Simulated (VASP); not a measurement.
# TaC2 in VASP: notebook, part 2 of 2

VASP 6.6.1. Earlier steps stand in the parts before.

### Step 4. Relaxation of cell and atoms, PBE

This run uses another cell than the first one, of 12.69 Å³/atom, 1.282 times its volume.

Contents of INCAR:

```
SYSTEM = TaC2
ALGO     = Normal         ! electronic algorithm
EDIFF    = 1E-6           ! SCF threshold, eV
EDIFFG   = -0.04          ! ionic threshold
ENCUT    = 600            ! plane-wave cutoff, eV
GGA      = PE             ! functional
IBRION   = 2              ! ionic algorithm
ISIF     = 3              ! what is computed and relaxed
ISMEAR   = 0              ! smearing method
LASPH    = .TRUE.         ! aspherical terms in the spheres
LCHARG   = .FALSE.        ! write CHGCAR
LREAL    = .FALSE.        ! projectors in reciprocal space
LWAVE    = .FALSE.        ! write WAVECAR
NELM     = 100            ! most SCF steps
NSW      = 90             ! ionic steps
PREC     = Accurate       ! precision mode
SIGMA    = 0.1            ! smearing width, eV
```

Contents of KPOINTS:

```
k-points
0
G
  6 6 6
  0 0 0
```

Contents of POSCAR:

```
TaC2
1.0
   -1.7861665100      1.7861665100      2.9839060200
    1.7861665100     -1.7861665100      2.9839060200
    1.7861665100      1.7861665100     -2.9839060200
Ta C
1 2
Direct
    0.0000000000      0.0000000000      0.0000000000
    0.4030000000      0.4030000000      0.0000000000
    0.5970000000      0.5970000000      0.0000000000
```

Launch:

```sh
$ cat potpaw_PBE.64/Ta_pv/POTCAR potpaw_PBE.64/C/POTCAR > POTCAR
$ mpirun -np 1 vasp_std > vasp.out
```

It took 2.1 min on 1 thread of Intel Xeon Platinum 8488C (Sapphire Rapids), shared host; peak memory 0.2 GiB.

Results (log left out):

```
Free energy                            : -28.5981 eV
Relaxed volume                         : 9.92 Å³/atom
Relaxed cell                           : a = 3.722 Å, b = 3.722 Å, c = 3.722 Å, α = 129.70°, β = 129.70°, γ = 73.88°
Space group after relaxing (to 0.05 Å) : I4/mmm (No. 139)
Energy gained by relaxing              : 816.5 meV/atom
Ionic steps                            : 19
Pressure after relaxing                : -0.3 GPa
```

Stress tensor (GPa, compression positive):
```
-0.55  0.00  0.00
 0.00 -0.55  0.00
 0.00  0.00  0.32
```

The path:
```csv
step,energy change (eV),largest force (eV/Å),pressure (GPa),volume (Å³)
1,0.0000,16.3583,-5.36,38.08
2,4.3618,10.1404,24.04,35.17
3,2.3700,4.9344,-8.36,36.08
4,1.8862,4.2455,-18.07,36.41
5,0.0800,5.1875,-38.10,37.30
6,-1.0338,3.8759,-39.18,37.70
7,-1.3726,1.1919,-34.40,37.90
8,-1.3871,0.4343,-31.29,37.96
9,-1.3907,0.1513,-32.41,37.94
10,-1.7275,1.9281,40.50,27.48
11,-2.2105,0.4278,-2.24,31.34
12,-2.4080,0.0590,2.77,29.70
13,-2.3986,0.0756,12.69,28.43
14,-2.4292,0.0067,6.29,29.16
15,-2.4293,0.0064,7.03,29.06
16,-2.4243,0.8977,-7.22,30.35
17,-2.4465,0.4447,0.02,29.65
18,-2.4448,0.5776,-0.44,29.89
19,-2.4496,0.0009,-0.26,29.76
```

Final structure:
```
CELL_PARAMETERS angstrom
-1.58155 1.58155 2.97439
1.58155 -1.58155 2.97439
1.58155 1.58155 -2.97439
ATOMIC_POSITIONS crystal
Ta 0.00000 0.00000 0.00000
C 0.38311 0.38311 0.00000
C 0.61689 0.61689 0.00000
```

Levels at points of the mesh, in eV from the Fermi level:
```csv
k point,band 6,band 7,band 8,band 9,band 10,band 11,band 12,band 13
"(0.00, 0.00, 0.00)",-5.01,-3.06,-3.06,-2.91,-2.87,-2.87,0.99,2.16
"(0.50, 0.00, 0.00)",-7.47,-6.53,-4.77,0.70,1.40,1.41,2.18,2.49
"(0.50, 0.50, 0.00)",-6.68,-6.06,-5.43,-4.50,-0.92,3.58,3.78,4.77
"(0.50, 0.50, 0.50)",-4.36,-4.36,-3.84,-2.93,1.25,1.25,1.42,3.62
```

Caveat: the k points lie up to 0.47 Å⁻¹ apart in the final cell; the volume moved by over 15 % at a fixed basis, so the end points are rough; spin-orbit coupling is left out, which moves the levels of the heavy elements.

### Step 5. Single point, PBE

This run uses another cell than the first one: it holds 6 atoms, not 3.

Contents of INCAR:

```
  ALGO = Normal
  EDIFF = 1E-7
  ENCUT = 520
  GGA = PE
  ISIF = 2
  ISMEAR = 0
  LASPH = T
  LCHARG = T
  LELF = T
  LREAL = F
  LVHAR = T
  LWAVE = F
  NBANDS = 28
  NELM = 100
  PREC = Accurate
  SIGMA = 0.2
```

Contents of KPOINTS:

```
k-points
0
Gamma
  6 6 6
```

Contents of POSCAR:

```
TaC2
1.0
    1.5857008904     -1.5857008904     -2.9543017761
    1.5857008904     -1.5857008904      2.9543017761
   -3.1714017809     -3.1714017809      0.0000000000
Ta C
2 4
Direct
    1.0000000000      0.0000000000      1.0000000000
    0.5000000000      0.5000000000      0.5000000000
    0.1171339624      0.8828660376      0.5000000000
    0.6171339624      0.3828660376      1.0000000000
    0.8828660376      0.1171339624      0.5000000000
    0.3828660376      0.6171339624      1.0000000000
```

Launch:

```sh
$ cat potpaw_PBE.64/Ta_pv/POTCAR potpaw_PBE.64/C/POTCAR > POTCAR
$ mpirun -np 1 vasp_std > vasp.out
```

Wall time 40 s (1 thread of Intel Xeon Platinum 8488C (Sapphire Rapids), shared host); peak memory 0.21 GiB.

The run converged. Its results:

```yaml
Free_energy: -57.1946 eV
Pressure: 1.0 GPa
Largest_force: 0.005 eV/Å
Band_gap_on_the_k_mesh: zero (band 19 reaches 9.49 eV, above the bottom of band 20 at 5.11 eV)
```

Forces on the atoms (eV/Å):
```
Ta   0.000  0.000  0.000
Ta   0.000  0.000  0.000
C    0.000  0.000 -0.005
C    0.000  0.000 -0.005
C    0.000  0.000  0.005
C    0.000  0.000  0.005
```

Stress tensor (GPa, compression positive):
```
 1.28 -0.20  0.00
-0.20  1.28  0.00
 0.00  0.00  0.52
```

Levels at points of the mesh, in eV from the Fermi level:
| k point | band 17 | band 18 | band 19 | band 20 | band 21 | band 22 |
| --- | --- | --- | --- | --- | --- | --- |
| (0.00, 0.00, 0.00) | -3.09 | -2.91 | -2.90 | -2.82 | -0.76 | 1.00 |
| (0.50, 0.00, 0.00) | -2.00 | -2.00 | 0.38 | 0.38 | 1.29 | 1.29 |
| (0.50, 0.50, 0.00) | -3.79 | -3.06 | -0.76 | 1.36 | 1.36 | 1.45 |
| (0.00, 0.00, 0.50) | -4.70 | -4.70 | 1.54 | 1.54 | 1.82 | 1.82 |
| (0.50, 0.00, 0.50) | 0.74 | 0.74 | 1.43 | 1.43 | 1.43 | 1.43 |
| (0.50, 0.50, 0.50) | -0.34 | -0.34 | 0.19 | 0.19 | 0.89 | 0.89 |

Caveat: spin-orbit coupling is left out, which moves the levels of the heavy elements.

### Step 6. Single point, PBE

This run uses another cell than the first one: it holds 6 atoms, not 3.

Contents of INCAR:

```
SYSTEM = TaC2
  PREC = Accurate
  ENCUT = 520
  EDIFF = 1E-6
  ISMEAR = 0
  SIGMA = 0.2
  LREAL = .False.
  LASPH = .True.
  NELM = 60
  ALGO = Normal
  ISIF = 2
  LWAVE = .False.
  LCHARG = .False.
  GGA = PE
  NBANDS = 28
```

Contents of KPOINTS:

```
regular mesh
0
Gamma
  6 6 6
  0 0 0
```

Contents of POSCAR:

```
TaC2
1.0
    1.5898827333     -1.5893515114     -2.9512411311
    1.5868856446     -1.5897297829      2.9499342922
   -3.1725452294     -3.1748987119      0.0016883558
Ta C
2 4
Direct
    0.9999917565     -0.0000047254      1.0000060767
    0.5000063639      0.5000048748      0.4999951436
    0.1170297975      0.8829630902      0.5000229454
    0.6170112888      0.3829534043      1.0000316598
    0.8829878790      0.1170455120      0.4999728166
    0.3829729142      0.6170378440      0.9999713580
```

Potentials or basis: VASP PAW PBE potentials, release 64 (Ta_pv, C).

Launch:

```sh
$ cat potpaw_PBE.64/Ta_pv/POTCAR potpaw_PBE.64/C/POTCAR > POTCAR
$ mpirun -np 1 vasp_std > vasp.out
```

OUTCAR:

```text
SYSTEM = TaC2
   PREC = Accurate
   ENCUT = 520
   EDIFF = 1E-6
   ISMEAR = 0
   LREAL = .False.
   LASPH = .True.
   NELM = 60
   ISIF = 2
   GGA = PE

 ion  position               nearest neighbor table
   1  1.000  1.000  0.000-   4 2.26   6 2.26   3 2.35   5 2.35   5 2.35   3 2.35   4 2.35   6 2.35
                             6 2.35   4 2.35   2 3.17   2 3.17   2 3.18   2 3.18
   2  0.500  0.500  0.500-   3 2.26   5 2.26   6 2.35   4 2.35   4 2.35   6 2.35   3 2.35   5 2.35
                             5 2.35   3 2.35   1 3.17   1 3.17   1 3.18   1 3.18
   3  0.117  0.883  0.500-   5 1.38   2 2.26   1 2.35   1 2.35   2 2.35   2 2.35
   4  0.617  0.383  0.000-   6 1.38   1 2.26   2 2.35   2 2.35   1 2.35   1 2.35
   5  0.883  0.117  0.500-   3 1.38   2 2.26   1 2.35   1 2.35   2 2.35   2 2.35
   6  0.383  0.617  1.000-   4 1.38   1 2.26   2 2.35   2 2.35   1 2.35   1 2.35

  LATTYP: Found a triclinic cell.
 ALAT       =     3.7077701061
 B/A-ratio  =     1.0005828568
 C/A-ratio  =     1.2105176836
 COS(alpha) =     0.0001758150
 COS(beta)  =     0.0010663055
 COS(gamma) =     0.2658098037

  Lattice vectors:

 A1 = (   1.5868856446,  -1.5897297829,   2.9499342922)
 A2 = (  -1.5898827333,   1.5893515114,   2.9512411311)
 A3 = (  -3.1725452294,  -3.1748987119,   0.0016883558)

Analysis of symmetry for initial positions (statically):
=====================================================================
 Subroutine PRICEL returns:
 Original cell was already a primitive cell.

 Routine SETGRP: Setting up the symmetry group for a
 triclinic supercell.

 Subroutine GETGRP returns: Found  2 space group operations
 (whereof  1 operations were pure point group operations)
 out of a pool of  2 trial point group operations.

The static configuration has the point symmetry C_1 .
 The point group associated with its full space group is S_2 .

Analysis of symmetry for dynamics (positions and initial velocities):
=====================================================================
 Subroutine PRICEL returns:
 Original cell was already a primitive cell.

 Routine SETGRP: Setting up the symmetry group for a
 triclinic supercell.

 Subroutine GETGRP returns: Found  2 space group operations
 (whereof  1 operations were pure point group operations)
 out of a pool of  2 trial point group operations.

The dynamic configuration has the point symmetry C_1 .
 The point group associated with its full space group is S_2 .

 Subroutine INISYM returns: Found  2 space group operations
 (whereof  1 operations are pure point group operations),
 and found     1 'primitive' translations

----------------------------------------------------------------------------------------

                                     Primitive cell

  volume of cell :      59.5183

  direct lattice vectors                    reciprocal lattice vectors
     1.589882733 -1.589351511 -2.951241131     0.157313821 -0.157287285 -0.169387951
     1.586885645 -1.589729783  2.949934292     0.157473713 -0.157266829  0.169527662
    -3.172545229 -3.174898712  0.001688356    -0.157601125 -0.157486427 -0.000090137

  length of vectors
     3.709931205  3.707770106  4.488321280     0.279605447  0.279768572  0.222800578

  position of ions in fractional coordinates (direct lattice)
[... 45 lines left out ...]
  0.166667  0.000000 -0.000000      2.000000
  0.333333  0.000000  0.000000      2.000000
  0.500000  0.000000  0.000000      1.000000
  0.000000  0.166667 -0.000000      2.000000
  0.166667  0.166667 -0.000000      2.000000
[... 16 lines left out ...]
  0.333333  0.000000  0.166667      2.000000
  0.500000  0.000000  0.166667      2.000000
 [... further k-points ...]
   k-points           NKPTS =    112   k-points in BZ     NKDIM =    112   number of bands    NBANDS=     28
   number of dos      NEDOS =    301   number of ions     NIONS =      6
   total plane-waves  NPLWV =  28224
   dimension x,y,z NGX =    28 NGY =   28 NGZ =   36
   dimension x,y,z NGXF=    56 NGYF=   56 NGZF=   72
   ions per type =               2   4
   NGX,Y,Z   is equivalent  to a cutoff of  12.55, 12.55, 13.33 a.u.
   NGXF,Y,Z  is equivalent  to a cutoff of  25.09, 25.11, 26.67 a.u.
 SYSTEM =  TaC2
   PREC   = accura    normal or accurate (medium, high low for compatibility)
   ISTART =      0    job   : 0-new  1-cont  2-samecut
   ICHARG =      2    charge: 1-file 2-atom 10-const
   ISPIN  =      1    spin polarized calculation?
   LNONCOLLINEAR =      F non collinear calculations
   LSORBIT =      F    spin-orbit coupling
   LASPH  =      T    aspherical Exc in radial PAW
   ENCUT  =  520.0 eV  38.22 Ry    6.18 a.u.   6.90  6.89  8.35*2*pi/ulx,y,z
   NELM   =     60;   NELMIN=  2; NELMDL= -5     # of ELM steps
   EDIFF  = 0.1E-05   stopping-criterion for ELM
   LREAL  =      F    real-space projection
   EDIFFG = 0.1E-04   stopping-criterion for IOM
   NSW    =      0    number of steps for IOM
   IBRION =     -1    ionic relax: 0-MD 1-quasi-New 2-CG
   NFREE  =      0    steps in history (QN), initial steepest desc. (CG)
   ISIF   =      2    stress and relaxation
   ISYM   =      2    0-nonsym 1-usesym 2-fastsym
   POTIM  = 0.5000    time-step for ionic-motion
   TEBEG  =    0.0;   TEEND  =   0.0 temperature during run
   PSTRESS=    0.0 pullay stress
   NELECT =      38.0000    total number of electrons
   NUPDOWN=      -1.0000    fix difference up-down
   EMIN   =  10.00;   EMAX   =-10.00  energy-range for DOS
   EFERMI =   0.00;   METHOD = LEGACY
   ISMEAR =     0;   SIGMA  =   0.20  broadening in eV -4-tet -1-fermi 0-gaus
   EFERMI_NEDOS =   21; number of points for ismear=-14 and -15
   IALGO  =     38    algorithm
   IMIX   =      4    mixing-type and parameters
     AMIX     =   0.40;   BMIX     =  1.00
     AMIX_MAG =   1.60;   BMIX_MAG =  1.00
  volume/ion in A,a.u.               =       9.92        66.94
  Fermi-wavevector in a.u.,A,eV,Ry     =   1.409675  2.663900 27.037284  1.987184
  Thomas-Fermi vector in A             =   2.531707
   LORBIT       =      0    0 simple, 1 ext, 2 COOP (PROOUT), +10 PAW based schemes
   GGA     = PE    functional components
   LHFCALC =     F    Hartree Fock is set to
   AEXX    =    0.0000 exact exchange contribution
   IVDW    =     0    specifies the selected vdW correction
   LEPSILON=     F    determine dielectric tensor
   LRPA    =     F    only Hartree local field effects (RPA)
 non-spin polarized calculation
 Gauss-broadening in eV      SIGMA  =   0.20
  energy-cutoff  :      520.00
  volume of cell :       59.52
 maximum number of plane-waves:      1623
   NGX = 13   NGY = 13   NGZ = 17

 number of electron      38.0000007 magnetization

 Free energy of the ion-electron system (eV)
  ---------------------------------------------------
  ext. energy  EPLUGINS =         0.00000000
  ---------------------------------------------------
  free energy    TOTEN  =       -57.19515764 eV

  energy without entropy =      -57.14517927  energy(sigma->0) =      -57.17016846

 E-fermi :   7.9216     XC(G=0): -12.8470

 val. band max:        7.8215165291   @ k =  -0.0000   0.0000   0.3333
 cond. band min:       7.9414084190   @ k =  -0.3333   0.0000   0.3333
 fundamental gap:      0.1198918899
 Fermi energy:         7.9215931869

 k-point     1 :       0.0000    0.0000    0.0000
  band No.  band energies     occupation
      1     -27.8236      2.00000
      2     -27.7697      2.00000
      3     -27.4877      2.00000
      4     -27.4851      2.00000
      5     -27.3531      2.00000
      6     -27.3318      2.00000
[... 733 lines left out ...]
     27      12.7171      0.00000
     28      12.7195      0.00000

 [... further k-points ...]

------------------------ aborting loop because EDIFF is reached ----------------------------------------

  FORCE on cell =-STRESS in cart. coord.  units (eV):
  Direction    XX          YY          ZZ          XY          YZ          ZX
  --------------------------------------------------------------------------------------
  -------------------------------------------------------------------------------------
  Total        0.3081786      0.2441724      0.4286921      0.0372023      0.0030738      0.0268063
  in kB        8.2958758      6.5728879     11.5399841      1.0014511      0.0827430      0.7215988
  external PRESSURE =       8.8029159 kB  Pullay stress =       0.0000000 kB

 VOLUME and BASIS-vectors are now :
 -----------------------------------------------------------------------------
  energy-cutoff  :      520.00
  volume of cell :       59.52
      direct lattice vectors                 reciprocal lattice vectors
     1.589882733 -1.589351511 -2.951241131     0.157313821 -0.157287285 -0.169387951
     1.586885645 -1.589729783  2.949934292     0.157473713 -0.157266829  0.169527662
    -3.172545229 -3.174898712  0.001688356    -0.157601125 -0.157486427 -0.000090137

 POSITION                                       TOTAL-FORCE (eV/Angst)
 -----------------------------------------------------------------------------------
      3.17673     -3.17908     -0.00130         0.000106      0.000042     -0.000012
      0.00214     -3.17699      0.00019        -0.000106     -0.000042      0.000012
      0.00088     -3.17720      2.26014         0.000956      0.000435     -0.082272
      1.58858     -1.58954     -0.69126         0.001250      0.000500     -0.082279
      0.00340     -3.17681     -2.25979        -0.001250     -0.000500      0.082279
     -1.58440     -4.76441      0.69166        -0.000956     -0.000435      0.082272
 -----------------------------------------------------------------------------------
    total drift:                               -0.006189     -0.001042      0.002749

  FREE ENERGIE OF THE ION-ELECTRON SYSTEM (eV)
  ---------------------------------------------------
  free  energy   TOTEN  =       -57.1951576411 eV

  energy  without entropy=      -57.1451792697  energy(sigma->0) =      -57.17016846
```

Run time: 76 s. Hardware: 1 thread of Intel Xeon Platinum 8488C (Sapphire Rapids), shared host; peak memory 0.28 GiB.

What came out:

```yaml
Free_energy: -57.1952 eV
Pressure: 0.9 GPa
Largest_force: 0.082 eV/Å
Band_gap_on_the_k_mesh: zero (band 19 reaches 9.51 eV, above the bottom of band 20 at 5.11 eV)
```

Forces on the atoms (eV/Å):
```
Ta   0.000  0.000  0.000
Ta   0.000  0.000  0.000
C    0.001  0.000 -0.082
C    0.001  0.001 -0.082
C   -0.001 -0.001  0.082
C   -0.001  0.000  0.082
```

Caveat: spin-orbit coupling is left out, which moves the levels of the heavy elements.

### Step 7. The runs side by side

```tsv
task	cell	cutoff (eV)	smearing	gap on the mesh (eV)	pressure (GPa)	largest force (eV/Å)
single point	a = 3.724 Å, angles 129.8, 129.8, 73.7°, 3 atoms	520	gaussian 0.1 eV	none	0.5	0.11
single point	a = 3.910 Å, angles 125.6, 125.6, 80.5°, 3 atoms	520	gaussian 0.1 eV	none	-5.2	16.38
relaxation of cell and atoms	relaxed from a = 3.910 Å, angles 125.6, 125.6, 80.5°, 3 atoms	600	gaussian 0.1 eV	none	-0.3	-
single point	a = 3.709, b = 3.709, c = 4.485 Å, angles 90.0, 90.0, 105.6°, 6 atoms	520	gaussian 0.2 eV	none	1.0	0.01
single point	a = 3.710, b = 3.708, c = 4.488 Å, angles 89.9, 90.0, 105.4°, 6 atoms	520	gaussian 0.2 eV	none	0.9	0.08
```

Alike in all rows: level PBE; potentials or basis VASP PAW PBE potentials, release 64 (Ta_pv, C); no spin polarisation; k mesh 6 × 6 × 6.

Caveats: some runs use coarse meshes; spin-orbit coupling is left out, which moves the levels of the heavy elements; forces of over 1 eV/Å act on the atoms, so gaps and moduli don't describe the material at rest (some runs); the volume moved by over 15 % at a fixed basis, so the end points are rough (some runs).

Absolute energies hang on the potentials; compare differences alone.
